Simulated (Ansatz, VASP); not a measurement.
# Two plane-wave programs on AgCl

```
CELL_PARAMETERS angstrom
0.00000 2.77317 2.77317
2.77317 0.00000 2.77317
2.77317 2.77317 0.00000
ATOMIC_POSITIONS crystal
Ag 0.00000 0.00000 0.00000
Cl 0.50000 0.50000 0.50000
```

Alike in both runs: task single point; functional PBE-based screened hybrid with a share of 0.3 of exact exchange and HFSCREEN = 0.2078; k mesh 4 × 4 × 4; no spin polarisation.

|  | VASP | Ansatz |
| --- | --- | --- |
| version | VASP 6.6.1 | Ansatz 0.2.0 |
| potentials or method | VASP PAW PBE potentials, release 64 (Ag, Cl) | plane waves |
| plane-wave cutoff (eV) | 520 | 420 |
| occupations | gaussian, width 0.01 eV | fixed |
| valence electrons in the cell | 18 | 26 |

```csv
,VASP,Ansatz,Ansatz less VASP
gap on the k mesh at the Fermi level (eV),2.71,2.73,+0.024
pressure (GPa),1.2,1.5,+0.22
```

VASP's potentials were made for PBE, not for PBE-based screened hybrid. VASP's potentials hold 18 valence electrons a cell and Ansatz's 26, so a difference there can come from the potentials and not from the codes. Ansatz's warnings: stress exchange threshold loose, stress scf threshold loose.

The k mesh is coarse, so the values compare programs but aren't converged.
